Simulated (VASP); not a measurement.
# Na3Cl2 (P-3m1) in VASP: single point with PBE

Aim: the single point of Na3Cl2 with PBE.

Program: VASP 6.6.1. These are calculated values, not measurements. Logs are shortened: lines on timing, memory, paths and dates and some standing lists are left out, and cuts for length are marked.

## (1) The cell of the first run

Symmetry: P-3m1, No. 164, trigonal system. The conventional cell has a = 3.976 Å, b = 3.976 Å, c = 9.974 Å, α = 90.00°, β = 90.00°, γ = 120.00°. Na (site symmetry -3m) has 6 Cl at 2.84 Å within 3.7 Å. Within 3.8 Å of Na (site symmetry 3m) lie 3 Cl at 2.85 Å. Cl (site symmetry 3m) has 6 Na at 2.84 to 2.85 Å within 3.7 Å.

## (2) Single point, PBE

Contents of INCAR:

```
  PREC = Accurate
  ENCUT = 520
  EDIFF = 1E-6
  ISMEAR = 0
  SIGMA = 0.1
  LREAL = False
  LASPH = True
  NELM = 60
  ALGO = Normal
  ISIF = 2
  LWAVE = False
  LCHARG = False
  GGA = PE
  NBANDS = 26
```

Contents of KPOINTS:

```
Automatic mesh
0
Gamma
  12 12 6
```

Contents of POSCAR:

```
Na3Cl2
1.0
    3.9764156287      0.0000000000      0.0000000000
   -1.9882078144      3.4436769505      0.0000000000
    0.0000000000      0.0000000000      9.9739014590
Na Cl
3 2
Direct
    0.0000000000      0.0000000000      0.0000000000
    0.3333333333      0.6666666667      0.6632066609
    0.6666666667      0.3333333333      0.3367933391
    0.3333333333      0.6666666667      0.1668699494
    0.6666666667      0.3333333333      0.8331300506
```

Potentials or basis: VASP PAW PBE potentials, release 64 (Na_pv, Cl).

Started as:

```bash
> cat potpaw_PBE.64/Na_pv/POTCAR potpaw_PBE.64/Cl/POTCAR > POTCAR
> mpirun -np 1 vasp_std > vasp.out
```

OUTCAR:

```text
PREC = Accurate
   ENCUT = 520
   EDIFF = 1E-6
   ISMEAR = 0
   LREAL = False
   LASPH = True
   NELM = 60
   ISIF = 2
   GGA = PE

 ion  position               nearest neighbor table
   1  0.000  0.000  0.000-
   2  0.333  0.667  0.663-
   3  0.667  0.333  0.337-
   4  0.333  0.667  0.167-
   5  0.667  0.333  0.833-

  LATTYP: Found a hexagonal cell.
 ALAT       =     3.9764156287
 C/A-ratio  =     2.5082643240

  Lattice vectors:

 A1 = (   3.9764156287,   0.0000000000,   0.0000000000)
 A2 = (  -1.9882078144,   3.4436769505,   0.0000000000)
 A3 = (   0.0000000000,   0.0000000000,   9.9739014590)

Analysis of symmetry for initial positions (statically):
=====================================================================
 Subroutine PRICEL returns:
 Original cell was already a primitive cell.

 Routine SETGRP: Setting up the symmetry group for a
 hexagonal supercell.

 Subroutine GETGRP returns: Found 12 space group operations
 (whereof 12 operations were pure point group operations)
 out of a pool of 24 trial point group operations.

The static configuration has the point symmetry D_3d.

Analysis of symmetry for dynamics (positions and initial velocities):
=====================================================================
 Subroutine PRICEL returns:
 Original cell was already a primitive cell.

 Routine SETGRP: Setting up the symmetry group for a
 hexagonal supercell.

 Subroutine GETGRP returns: Found 12 space group operations
 (whereof 12 operations were pure point group operations)
 out of a pool of 24 trial point group operations.

The dynamic configuration has the point symmetry D_3d.

 Subroutine INISYM returns: Found 12 space group operations
 (whereof 12 operations are pure point group operations),
 and found     1 'primitive' translations

----------------------------------------------------------------------------------------

                                     Primitive cell

  volume of cell :     136.5775

  direct lattice vectors                    reciprocal lattice vectors
     3.976415629  0.000000000  0.000000000     0.251482766  0.145193642  0.000000000
    -1.988207814  3.443676951  0.000000000     0.000000000  0.290387285  0.000000000
     0.000000000  0.000000000  9.973901459     0.000000000  0.000000000  0.100261668

  length of vectors
     3.976415629  3.976415629  9.973901459     0.290387285  0.290387285  0.100261668

  position of ions in fractional coordinates (direct lattice)
     0.000000000  0.000000000  0.000000000
     0.333333333  0.666666667  0.663206661
     0.666666667  0.333333333  0.336793339
     0.333333333  0.666666667  0.166869949
     0.666666667  0.333333333  0.833130051

  ion indices of the primitive-cell ions
   primitive index   ion index
                 1           1
                 2           2
                 3           3
                 4           4
                 5           5

----------------------------------------------------------------------------------------

 KPOINTS: Automatic mesh

Automatic generation of k-mesh.
 Grid dimensions read from file:
 generate k-points for:   12   12    6

 Generating k-lattice:

  Cartesian coordinates                     Fractional coordinates (reciprocal lattice)
     0.020956897  0.012099470  0.000000000     0.083333333 -0.000000000  0.000000000
     0.000000000  0.024198940  0.000000000     0.000000000  0.083333333  0.000000000
     0.000000000  0.000000000  0.016710278     0.000000000  0.000000000  0.166666667

  Length of vectors
     0.024198940  0.024198940  0.016710278

  Shift w.r.t. Gamma in fractional coordinates (k-lattice)
     0.000000000  0.000000000  0.000000000

 Subroutine IBZKPT returns following result:
 ===========================================

 Found    100 irreducible k-points:

 Following reciprocal coordinates:
            Coordinates               Weight
  0.000000  0.000000  0.000000      1.000000
  0.083333  0.000000  0.000000      6.000000
  0.166667  0.000000  0.000000      6.000000
  0.250000  0.000000  0.000000      6.000000
  0.333333  0.000000  0.000000      6.000000
  0.416667 -0.000000  0.000000      6.000000
[... 16 lines left out ...]
  0.166667  0.000000  0.166667      6.000000
  0.000000  0.166667  0.166667      6.000000
 [... further k-points ...]
   k-points           NKPTS =    100   k-points in BZ     NKDIM =    100   number of bands    NBANDS=     26
   number of dos      NEDOS =    301   number of ions     NIONS =      5
   total plane-waves  NPLWV =  72000
   dimension x,y,z NGX =    30 NGY =   30 NGZ =   80
   dimension x,y,z NGXF=    60 NGYF=   60 NGZF=  160
   ions per type =               3   2
   NGX,Y,Z   is equivalent  to a cutoff of  12.54, 12.54, 13.33 a.u.
   NGXF,Y,Z  is equivalent  to a cutoff of  25.08, 25.08, 26.67 a.u.
 SYSTEM =  unknown system
   PREC   = accura    normal or accurate (medium, high low for compatibility)
   ISTART =      0    job   : 0-new  1-cont  2-samecut
   ICHARG =      2    charge: 1-file 2-atom 10-const
   ISPIN  =      1    spin polarized calculation?
   LNONCOLLINEAR =      F non collinear calculations
   LSORBIT =      F    spin-orbit coupling
   LASPH  =      T    aspherical Exc in radial PAW
   ENCUT  =  520.0 eV  38.22 Ry    6.18 a.u.   7.39  7.39 18.54*2*pi/ulx,y,z
   NELM   =     60;   NELMIN=  2; NELMDL= -5     # of ELM steps
   EDIFF  = 0.1E-05   stopping-criterion for ELM
   LREAL  =      F    real-space projection
   EDIFFG = 0.1E-04   stopping-criterion for IOM
   NSW    =      0    number of steps for IOM
   IBRION =     -1    ionic relax: 0-MD 1-quasi-New 2-CG
   NFREE  =      0    steps in history (QN), initial steepest desc. (CG)
   ISIF   =      2    stress and relaxation
   ISYM   =      2    0-nonsym 1-usesym 2-fastsym
   POTIM  = 0.5000    time-step for ionic-motion
   TEBEG  =    0.0;   TEEND  =   0.0 temperature during run
   PSTRESS=    0.0 pullay stress
   NELECT =      35.0000    total number of electrons
   NUPDOWN=      -1.0000    fix difference up-down
   EMIN   =  10.00;   EMAX   =-10.00  energy-range for DOS
   EFERMI =   0.00;   METHOD = LEGACY
   ISMEAR =     0;   SIGMA  =   0.10  broadening in eV -4-tet -1-fermi 0-gaus
   EFERMI_NEDOS =   21; number of points for ismear=-14 and -15
   IALGO  =     38    algorithm
   IMIX   =      4    mixing-type and parameters
     AMIX     =   0.40;   BMIX     =  1.00
     AMIX_MAG =   1.60;   BMIX_MAG =  1.00
  volume/ion in A,a.u.               =      27.32       184.33
  Fermi-wavevector in a.u.,A,eV,Ry     =   1.039851  1.965033 14.711844  1.081290
  Thomas-Fermi vector in A             =   2.174400
   LORBIT       =      0    0 simple, 1 ext, 2 COOP (PROOUT), +10 PAW based schemes
   GGA     = PE    functional components
   LHFCALC =     F    Hartree Fock is set to
   AEXX    =    0.0000 exact exchange contribution
   IVDW    =     0    specifies the selected vdW correction
   LEPSILON=     F    determine dielectric tensor
   LRPA    =     F    only Hartree local field effects (RPA)
 non-spin polarized calculation
 Gauss-broadening in eV      SIGMA  =   0.10
  energy-cutoff  :      520.00
  volume of cell :      136.58
 maximum number of plane-waves:      3712
 NGX is ok and might be reduce to    30
   NGX = 15   NGY = 15   NGZ = 37

 number of electron      35.0000002 magnetization

 Free energy of the ion-electron system (eV)
  ---------------------------------------------------
  ext. energy  EPLUGINS =         0.00000000
  ---------------------------------------------------
  free energy    TOTEN  =       -14.55587191 eV

  energy without entropy =      -14.55037147  energy(sigma->0) =      -14.55312169

 E-fermi :   2.2730     XC(G=0):  -7.4007

 val. band max:        2.2231104692   @ k =  -0.1667   0.4167   0.1667
 cond. band min:       2.3333282837   @ k =   0.3333   0.0833   0.3333
 fundamental gap:      0.1102178145
 Fermi energy:         2.2729796566

 k-point     1 :       0.0000    0.0000    0.0000
  band No.  band energies     occupation
      1     -22.9327      2.00000
      2     -22.9327      2.00000
      3     -22.9314      2.00000
      4     -22.9314      2.00000
      5     -22.9273      2.00000
      6     -22.9193      2.00000
[... 18 lines left out ...]
     25       9.4683      0.00000
     26       9.4683      0.00000

 k-point     2 :       0.0833    0.0000    0.0000
  band No.  band energies     occupation
      1     -22.9339      2.00000
      2     -22.9330      2.00000
      3     -22.9325      2.00000
      4     -22.9316      2.00000
      5     -22.9270      2.00000
      6     -22.9190      2.00000
[... 18 lines left out ...]
     25       9.4259      0.00000
     26       9.5981      0.00000

 k-point     3 :       0.1667    0.0000    0.0000
  band No.  band energies     occupation
      1     -22.9370      2.00000
      2     -22.9355      2.00000
      3     -22.9337      2.00000
      4     -22.9322      2.00000
      5     -22.9260      2.00000
      6     -22.9184      2.00000
[... 18 lines left out ...]
     25       8.8921      0.00000
     26       9.7114      0.00000

 k-point     4 :       0.2500    0.0000    0.0000
  band No.  band energies     occupation
      1     -22.9412      2.00000
      2     -22.9396      2.00000
      3     -22.9347      2.00000
      4     -22.9330      2.00000
      5     -22.9245      2.00000
      6     -22.9178      2.00000
[... 18 lines left out ...]
     25       8.3483      0.00000
     26       9.3241      0.00000
[... 496 lines left out ...]
      1     -22.9339      2.00000
      2     -22.9330      2.00000
      3     -22.9325      2.00000
      4     -22.9316      2.00000
      5     -22.9271      2.00000
      6     -22.9189      2.00000
[... 18 lines left out ...]
     25       9.4122      0.00000
     26       9.5685      0.00000

 k-point    23 :       0.1667    0.0000    0.1667
  band No.  band energies     occupation
      1     -22.9370      2.00000
      2     -22.9355      2.00000
      3     -22.9337      2.00000
      4     -22.9322      2.00000
      5     -22.9260      2.00000
      6     -22.9183      2.00000
[... 18 lines left out ...]
     25       9.0145      0.00000
     26       9.8159      0.00000

 k-point    24 :       0.0000    0.1667    0.1667
  band No.  band energies     occupation
      1     -22.9370      2.00000
      2     -22.9355      2.00000
      3     -22.9337      2.00000
      4     -22.9322      2.00000
      5     -22.9261      2.00000
      6     -22.9183      2.00000
[... 18 lines left out ...]
     25       9.1163      0.00000
     26       9.6012      0.00000

 [... further k-points ...]

------------------------ aborting loop because EDIFF is reached ----------------------------------------

  FORCE on cell =-STRESS in cart. coord.  units (eV):
  Direction    XX          YY          ZZ          XY          YZ          ZX
  --------------------------------------------------------------------------------------
  -------------------------------------------------------------------------------------
  Total       -0.0295276     -0.0295276      0.0084445      0.0000000     -0.0000000      0.0000000
  in kB       -0.3463854     -0.3463854      0.0990616      0.0000000     -0.0000000      0.0000000
  external PRESSURE =      -0.1979031 kB  Pullay stress =       0.0000000 kB

 VOLUME and BASIS-vectors are now :
 -----------------------------------------------------------------------------
  energy-cutoff  :      520.00
  volume of cell :      136.58
      direct lattice vectors                 reciprocal lattice vectors
     3.976415629  0.000000000  0.000000000     0.251482766  0.145193642  0.000000000
    -1.988207814  3.443676951  0.000000000     0.000000000  0.290387285  0.000000000
     0.000000000  0.000000000  9.973901459     0.000000000  0.000000000  0.100261668

 POSITION                                       TOTAL-FORCE (eV/Angst)
 -----------------------------------------------------------------------------------
      0.00000      0.00000      0.00000         0.000000      0.000000      0.000000
     -0.00000      2.29578      6.61476         0.000000      0.000000      0.000538
      1.98821      1.14789      3.35914         0.000000     -0.000000     -0.000538
     -0.00000      2.29578      1.66434        -0.000000     -0.000000      0.000147
      1.98821      1.14789      8.30956        -0.000000      0.000000     -0.000147
 -----------------------------------------------------------------------------------
    total drift:                                0.000000      0.000000     -0.000000

  FREE ENERGIE OF THE ION-ELECTRON SYSTEM (eV)
  ---------------------------------------------------
  free  energy   TOTEN  =       -14.5558719122 eV

  energy  without entropy=      -14.5503714723  energy(sigma->0) =      -14.55312169
```

Run time: 6.9 min. Hardware: 1 thread of Oxide Virtual Turin-like, shared host; peak memory 0.39 GiB.

Results:

```
Free energy            : -14.5559 eV
Pressure               : 0.0 GPa
Band gap on the k mesh : zero (an odd number of electrons rules out a gap without spin polarisation)
```

Caveat: an odd number of electrons without spin polarisation forces a metal; a magnetic or distorted state may lie lower.

The gap in the log of VASP goes by the Fermi energy; the results here count the filled bands.